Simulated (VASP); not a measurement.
NaF:

```
Na F
1.0
     0.00000    2.27431    2.27431
     2.27431    0.00000    2.27431
     2.27431    2.27431    0.00000
Na F
1 1
Direct
  0.00000 0.00000 0.00000
  0.50000 0.50000 0.50000
```

Base run:

* Program: VASP 6.6.1
* Functional: PBE
* Potentials or basis: VASP PAW PBE potentials, release 64 (Na_pv, F)
* Cutoff: 520 eV
* k mesh: 10 × 10 × 10
* Occupations: gaussian, width 0.02 eV
* Spin: no spin polarisation

Its results: band gap on the k mesh 6.61 eV.

Question: The run is repeated on the same cell with these changes: functional from PBE to r2SCAN; dispersion from none to rVV10. What comes out?

Answer: Band gap on the k mesh 7.42 eV.

Several settings changed at once.
